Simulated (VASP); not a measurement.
A run of VASP 6.6.1 is set up as follows.

File INCAR:

```
  PREC = Accurate
  ENCUT = 520
  EDIFF = 1E-7
  ISMEAR = 0
  SIGMA = 0.1
  LREAL = False
  LASPH = True
  NELM = 60
  ALGO = Normal
  ISIF = 2
  LWAVE = False
  LCHARG = False
  GGA = CA
  NBANDS = 16
```

KPOINTS

```
Automatic mesh
0
Gamma
  9 9 6
```

POSCAR

```
WC
1.0
    2.8820700000      0.0000000000      0.0000000000
   -1.4410350000      2.4959458400      0.0000000000
    0.0000000000      0.0000000000      2.8238700000
W C
1 1
Direct
    0.0000000000      0.0000000000      0.0000000000
    0.6666666700      0.3333333300      0.5000000000
```

Potentials or basis: VASP PAW LDA potentials, release 64 (W_sv, C).

The run is started by

```bash
$ cat potpaw_LDA.64/W_sv/POTCAR potpaw_LDA.64/C/POTCAR > POTCAR
$ mpirun -np 1 vasp_std > vasp.out
```

**Question.** Predict the pressure.

**Answer.** 1.4 GPa.

**Question.** What does it give for the band gap on the k mesh?

**Answer.** Zero (band 9 reaches 11.83 eV, above the bottom of band 10 at 10.66 eV).

Stress tensor (GPa, compression positive):
```
 3.18  0.00  0.00
 0.00  3.18  0.00
 0.00  0.00 -2.17
```

Caveat: the k points lie up to 0.37 Å⁻¹ apart; spin-orbit coupling is left out, which moves the levels of the heavy elements.
